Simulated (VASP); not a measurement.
Write the native input for VASP 6.6.1 that does the following.

* Task: single point
* Functional: r2SCAN
* Potentials or basis: VASP PAW PBE potentials, release 64 (Sn_d, Se)
* Cutoff: 520 eV
* k mesh: 10 × 10 × 10
* Occupations: gaussian, width 0.05 eV
* Spin: no spin polarisation
* Dipole correction: no
* Further INCAR settings: ALGO = Normal; EDIFF = 1e-07; NBANDS = 17

SnSe:

```
Sn Se
1.0
     0.00000    3.01000    3.01000
     3.19060    0.00000    3.01000
     3.19060    3.01000    0.00000
Sn Se
1 1
Direct
  0.00000 0.00000 0.00000
  0.50000 0.50000 0.50000
```

This cell differs from its parent crystal: strain +0.0600 x Voigt [1, 0, 0, 0, 0, 0].

These files were run (other wordings do the same):

POSCAR

```
SnSe
1.0
    0.0000000000      3.0100000000      3.0100000000
    3.1906000000      0.0000000000      3.0100000000
    3.1906000000      3.0100000000      0.0000000000
Sn Se
1 1
Direct
    0.0000000000      0.0000000000      0.0000000000
    0.5000000000      0.5000000000      0.5000000000
```

INCAR.step1

```
SYSTEM = SnSe
PREC = Accurate
ENCUT = 520
ISMEAR = 0
SIGMA = 0.05
LREAL = .False.
LASPH = .True.
NELM = 60
NBANDS = 17
GGA = PE
ALGO = Normal
EDIFF = 1E-4
LWAVE = .True.
LCHARG = .False.
```

INCAR.step2

```
SYSTEM = SnSe
PREC = Accurate
ENCUT = 520
EDIFF = 1E-7
ISMEAR = 0
SIGMA = 0.05
LREAL = .False.
LASPH = .True.
NELM = 60
ALGO = Normal
ISIF = 2
LWAVE = .False.
LCHARG = .False.
METAGGA = R2SCAN
LMIXTAU = .True.
NBANDS = 17
ISTART = 1
```

KPOINTS

```
Automatic mesh
0
Gamma
  10 10 10
  0 0 0
```

Potentials or basis: VASP PAW PBE potentials, release 64 (Sn_d, Se).

Run with:

```console
$ cat potpaw_PBE.64/Sn_d/POTCAR potpaw_PBE.64/Se/POTCAR > POTCAR
$ cp INCAR.step1 INCAR
$ mpirun -np 1 vasp_std > vasp.out
$ cp INCAR.step2 INCAR
$ mpirun -np 1 vasp_std > vasp.out
```

Results of the run:

* Pressure: -2.4 GPa
* Band gap on the k mesh: 0.28 eV, direct

Caveat: the cell differs from its parent crystal (strain +0.0600 x Voigt [1, 0, 0, 0, 0, 0]); the PAW data sets were made with another functional, which shifts forces and pressure a little; spin-orbit coupling is left out, which moves the levels of the heavy elements.

Wall time 4.1 min on 1 thread of Intel(R) Xeon(R) Platinum 8488C (Sapphire Rapids) (shared host), peak memory 0.27 GiB.
